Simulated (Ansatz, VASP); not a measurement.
## One calculation of Ga3AsP2, two programs

INCAR

```
PREC = Accurate
ENCUT = 520
EDIFF = 1E-6
ISMEAR = 0
SIGMA = 0.02
LREAL = False
LASPH = True
NELM = 100
ALGO = Normal
ISIF = 2
LWAVE = False
LCHARG = False
GGA = PE
NBANDS = 36
```

Contents of KPOINTS:

```
regular mesh
0
Gamma
  10 10 10
```

POSCAR

```
Ga3AsP2
1.0
   -1.9735282000      1.9735282000      8.3829168000
    1.9735282000     -1.9735282000      8.3829168000
    1.9735282000      1.9735282000     -8.3829168000
Ga P As
3 2 1
Direct
    0.0000000000      0.0000000000      0.0000000000
    0.6625270000      0.6625270000      0.0000000000
    0.3374730000      0.3374730000      0.0000000000
    0.5813000000      0.0813000000      0.5000000000
    0.9187000000      0.4187000000      0.5000000000
    0.2500000000      0.7500000000      0.5000000000
```

Input for Ansatz:

```yaml
crystal:
  lattice:
    - [-1.9735282, 1.9735282, 8.3829168]
    - [1.9735282, -1.9735282, 8.3829168]
    - [1.9735282, 1.9735282, -8.3829168]
  atoms:
    - { symbol: Ga, position: [0.0, 0.0, 0.0] }
    - { symbol: Ga, position: [0.662527, 0.662527, 0.0] }
    - { symbol: Ga, position: [0.337473, 0.337473, 0.0] }
    - { symbol: P, position: [0.5813, 0.0813, 0.5] }
    - { symbol: P, position: [0.9187, 0.4187, 0.5] }
    - { symbol: As, position: [0.25, 0.75, 0.5] }
basis:
  ecutwfc: 420
kpoints:
  mp_grid: { grid: [10, 10, 10] }
  band_path: { path: [VBM, CBM], npoints: 2 }
hamiltonian:
  xc: pbe
scf:
  occupations: { method: gaussian, width: 0.02 }
output:
  forces: false
  stress: false
  eigenvalues: true
checkpoint:
  read: start.run
  write: ck
  compress: false
  write_wavefunctions: false
  write_every: 100000
```

Alike in both runs: task single point; functional PBE; k mesh 10 × 10 × 10; occupations gaussian, width 0.02 eV; no spin polarisation.

```csv
,VASP,Ansatz
version,VASP 6.6.1,Ansatz 0.2.0
potentials or method,"VASP PAW PBE potentials, release 64 (Ga_d, P, As), cutoff 520 eV","scalar-relativistic, plane waves, PAW"
valence electrons in the cell,54,64
```

|  | VASP | Ansatz | Ansatz less VASP |
| --- | --- | --- | --- |
| gap on the k mesh at the Fermi level (eV) | 1.04 | 1.04 | +0.002 |
| least direct gap on the mesh (eV) | 1.04 | 1.04 | +0.002 |

The functional is the same, so the differences come from potentials, cutoffs and numerics. VASP's potentials hold 54 valence electrons a cell and Ansatz's 64, so a difference there can come from the potentials and not from the codes.
